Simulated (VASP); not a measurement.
## Cu: single point with revPBE

Crystal: Cu.

```xyz
1
Lattice="2.3634 0.0000 0.0000 0.0000 2.3634 0.0000 0.0000 0.0000 2.3634" Properties=species:S:1:pos:R:3 pbc="T T T"
Cu    0.0000    0.0000    0.0000
```

This cell differs from its parent crystal: volume scaled by 0.92.

```json
{
  "Program": "VASP 6.6.1",
  "Task": "single point",
  "Functional": "revPBE",
  "Potentials or basis": "VASP PAW PBE potentials, release 64 (Cu)",
  "Cutoff": "520 eV",
  "k mesh": "14 × 14 × 14",
  "Occupations": "fermi-dirac, width 0.1 eV",
  "Spin": "no spin polarisation"
}
```

```yaml
Pressure: 10.1 GPa
```

Levels at points of the mesh, in eV from the Fermi level:
| k point | band 3 | band 4 | band 5 | band 6 | band 7 | band 8 |
| --- | --- | --- | --- | --- | --- | --- |
| (0.00, 0.00, 0.00) | -3.98 | -1.31 | -1.31 | -1.31 | 18.16 | 18.16 |
| (0.50, 0.00, 0.00) | -2.14 | -2.14 | -1.47 | -1.24 | 2.20 | 23.82 |
| (0.50, 0.50, 0.00) | -1.97 | -1.97 | -0.73 | 4.40 | 4.40 | 9.29 |
| (0.50, 0.50, 0.50) | -3.65 | -0.68 | -0.68 | 10.47 | 10.47 | 10.47 |

Wall time 7.7 s on 1 thread of Intel(R) Xeon(R) Platinum 8488C (Sapphire Rapids), with other jobs on the host, peak memory 0.12 GiB.

Caveat: the PAW data sets were made with another functional, which shifts forces and pressure a little.
